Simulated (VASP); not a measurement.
**AlCd2: relaxation of cell and atoms with PBE**

Crystal: AlCd2.

```
CELL_PARAMETERS angstrom
3.27104 0.00000 0.00000
-1.63552 2.83281 0.00000
0.00000 0.00000 12.72302
ATOMIC_POSITIONS crystal
Al 0.33333 0.66667 0.25000
Al 0.66667 0.33333 0.75000
Cd 0.33333 0.66667 0.62750
Cd 0.66667 0.33333 0.12750
Cd 0.33333 0.66667 0.87250
Cd 0.66667 0.33333 0.37250
```

```yaml
Program: VASP 6.6.1
Task: relaxation of cell and atoms
Functional: PBE
Potentials_or_basis: VASP PAW PBE potentials, release 64 (Al, Cd)
Cutoff: 600 eV
k_mesh: 6 × 6 × 2
Occupations: gaussian, width 0.1 eV
Spin: no spin polarisation
Dipole_correction: no
Further_INCAR_settings: ALGO = Normal; EDIFF = 1e-06; IBRION = 2; EDIFFG = -0.04; NSW = 90; ISIF = 3
```

* Relaxed volume: 21.31 Å³/atom
* Relaxed cell: a = 3.026 Å, b = 3.026 Å, c = 16.128 Å, α = 90.00°, β = 90.00°, γ = 120.00°
* Space group after relaxing (to 0.1 Å): P6_3/mmc (No. 194)
* Energy gained by relaxing: 893.2 meV/atom
* Ionic steps: 16
* Pressure after relaxing: 0.0 GPa
* Largest force after relaxing: 0.034 eV/Å
* Band gap on the k mesh: zero (bands 27 and 28 overlap by 2.16 eV)

Forces in eV/Å, atoms in the order of the input:
```
Al   0.000  0.000  0.000
Al   0.000  0.000  0.000
Cd   0.000  0.000  0.034
Cd   0.000  0.000  0.034
Cd   0.000  0.000 -0.034
Cd   0.000  0.000 -0.034
```

Stress tensor (GPa, compression positive):
```
-0.13  0.00  0.00
 0.00 -0.13  0.00
 0.00  0.00  0.15
```

Step by step:
```
step  energy change (eV)  largest force (eV/Å)  pressure (GPa)  volume (Å³)
   1              0.0000                4.2420           25.13       117.89
   2             -3.4816                0.4879           -4.22       178.63
   3             -3.6619                0.9945           -2.04       161.27
   4             -4.0724                0.8463           -2.21       156.05
   5             -4.8044                0.4402           -2.00       140.07
   6             -3.7388                0.6575           18.25       107.58
   7             -5.1702                0.3884           -1.53       133.85
   8             -5.2636                0.1286            3.16       120.70
   9             -5.3461                0.0044            0.50       126.54
  10             -5.3491                0.0159            0.85       125.57
  11             -5.3473                0.0267            1.11       124.84
  12             -5.3472                0.0886           -0.63       129.19
  13             -5.3560                0.0580            0.21       126.97
  14             -5.3578                0.0518           -0.03       127.64
  15             -5.3578                0.0501           -0.09       127.82
  16             -5.3595                0.0341           -0.04       127.86
```

Final structure:
```
Al Cd
1.0
     3.02564    0.00000    0.00000
    -1.51282    2.62028    0.00000
     0.00000    0.00000   16.12766
Al Cd
2 4
Direct
  0.33333 0.66667 0.25000
  0.66667 0.33333 0.75000
  0.33333 0.66667 0.59022
  0.66667 0.33333 0.09022
  0.33333 0.66667 0.90978
  0.66667 0.33333 0.40978
```

Levels at points of the mesh, in eV from the Fermi level:
```
           k point  band 24  band 25  band 26  band 27  band 28  band 29  band 30  band 31
(0.00, 0.00, 0.00)    -6.23    -6.11    -2.96    -2.95     1.34     1.39     6.00     7.28
(0.50, 0.00, 0.00)    -2.76    -1.81    -1.58    -0.07    -0.05     0.02     0.03     1.99
(0.00, 0.00, 0.50)    -7.28    -4.71    -4.71    -0.92    -0.92     3.86     3.86     9.51
(0.50, 0.00, 0.50)    -2.84    -1.62    -1.62    -0.55    -0.55     0.86     0.86     1.41
```

It took 9.2 min on 1 thread of AMD EPYC 9R45 96-Core Processor (Zen 5), with other jobs on the host, peak memory 0.28 GiB.

Caveat: the k points lie up to 0.40 Å⁻¹ apart in the final cell, too coarse for converged energies and pressures of a metal; a cell axis changed by over 15 % at a fixed basis, so the end point is rough.
